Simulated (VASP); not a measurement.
Write the native input for VASP 6.6.1 that does the following.

* Task: single point
* Functional: PBE
* Potentials or basis: VASP PAW PBE potentials, release 64 (C)
* Cutoff: 520 eV
* k mesh: 12 × 12 × 8
* Occupations: gaussian, width 0.1 eV
* Spin: no spin polarisation
* Dipole correction: no
* Further INCAR settings: ALGO = Normal; EDIFF = 1e-06; NBANDS = 11

The structure of C lies in POSCAR:

```
C
1.0
    2.4667601286      0.0000000031      0.0000000000
   -1.2333800670      2.1362769349      0.0000000000
    0.0000000000      0.0000000000      4.0152579260
C
2
Direct
    0.6666666667      0.3333333333      0.5000000026
    0.3333333333      0.6666666667      0.4999999974
```

The cell was built from a structure type or drawn by symmetry, and may not be a known phase.

These files were run (other wordings do the same):

INCAR

```
SYSTEM = C
PREC = Accurate
ENCUT = 520
EDIFF = 1E-6
ISMEAR = 0
SIGMA = 0.1
LREAL = .FALSE.
LASPH = .TRUE.
NELM = 80
ALGO = Normal
ISIF = 2
LWAVE = .FALSE.
LCHARG = .TRUE.
GGA = PE
LELF = .TRUE.
LVHAR = .TRUE.
NBANDS = 11
```

KPOINTS

```
regular mesh
0
G
  12 12 8
  0 0 0
```

Potentials or basis: VASP PAW PBE potentials, release 64 (C).

The run is started by

```sh
$ cat potpaw_PBE.64/C/POTCAR > POTCAR
$ mpirun -np 1 vasp_std > vasp.out
```

It gave:

The pressure is 0.4 GPa and the band gap on the k mesh is zero (bands 4 and 5 overlap by 0.41 eV).

Caveat: this functional lacks dispersion, which binds the layers, so the pressure and a relaxed spacing across them are unreliable.

Run time: 22 s on 1 thread of Intel Xeon 8259CL, with other jobs on the host, peak memory 0.13 GiB.
